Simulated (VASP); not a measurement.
A run of VASP 6.6.1 is set up as follows.

File POSCAR:

```
BiB
1.0
    0.0000000000      2.6268329169      2.6268329169
    2.6268329169      0.0000000000      2.6268329169
    2.6268329169      2.6268329169      0.0000000000
B Bi
1 1
Direct
    0.0000000000      0.0000000000      0.0000000000
    0.5000000000      0.5000000000      0.5000000000
```

File INCAR.step1:

```
PREC = Accurate ; ENCUT = 420
EDIFF = 1E-5 ; ISMEAR = -1
SIGMA = 0.02 ; LREAL = F
LASPH = T ; NELM = 120
ALGO = Normal ; ISIF = 2
LWAVE = T ; LCHARG = F
GGA = PE ; NBANDS = 16
GGA_COMPAT = F
```

Contents of INCAR.step2:

```
PREC = Accurate ; ENCUT = 420
EDIFF = 1E-6 ; ISMEAR = -1
SIGMA = 0.02 ; LREAL = F
LASPH = T ; NELM = 120
ALGO = Normal ; ISIF = 2
LWAVE = F ; LCHARG = F
GGA = PE ; LHFCALC = T
AEXX = 0.05 ; PRECFOCK = Normal
ISTART = 1 ; NBANDS = 16
GGA_COMPAT = F
```

KPOINTS

```
Automatic mesh
0
Gamma
  4 4 4
```

Potentials or basis: VASP PAW PBE potentials, release 64 (B, Bi_d).

The run is started by

```bash
$ cat potpaw_PBE.64/B/POTCAR potpaw_PBE.64/Bi_d/POTCAR > POTCAR
$ cp INCAR.step1 INCAR
$ mpirun -np 1 vasp_std > vasp.out
$ cp INCAR.step2 INCAR
$ mpirun -np 1 vasp_std > vasp.out
```

Question: What does it give for the band gap on the k mesh?

Answer: Zero (bands 9 and 10 overlap by 4.24 eV).

Question: What does it give for the pressure?

Answer: 4.0 GPa.

Caveat: the k points lie up to 0.52 Å⁻¹ apart, too coarse for converged energies and pressures of a metal; the PAW data sets were made with another functional, which shifts forces and pressure a little; spin-orbit coupling is left out, which moves the levels of the heavy elements.
